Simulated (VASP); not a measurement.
Runs of VASP 6.6.1 on MgO (Periclase). The structure is that of space group Fm-3m (No. 225), or close to it. The cells are those of the table. 

| cell | gap on the mesh (eV) | pressure (GPa) |
| --- | --- | --- |
| a = 2.942 Å, angles 60.0°, 2 atoms | (b) | 4.9 |
| a = 3.040 Å, angles 60.0°, 2 atoms | (a) | -10.1 |
| a = 3.021 Å, angles 60.0°, 2 atoms | 4.32 | -7.7 |
| a = 2.982 Å, angles 60.0°, 2 atoms | 4.69 | (c) |
| a = 3.002 Å, angles 60.0°, 2 atoms | 4.50 | -5.0 |
| a = 2.921 Å, angles 60.0°, 2 atoms | 5.32 | 8.9 |
| a = 2.962 Å, angles 60.0°, 2 atoms | 4.89 | 1.2 |

Alike in all rows: task single point; level PBE+D3(BJ); potentials or basis VASP PAW PBE potentials, release 64 (Mg, O); no spin polarisation; k mesh 8 × 8 × 8; cutoff (eV) 600; smearing gaussian 0.01 eV.

Fill in the values left out.

(a) 4.15; (b) 5.10; (c) -2.0.

Caveats: three body term missing.

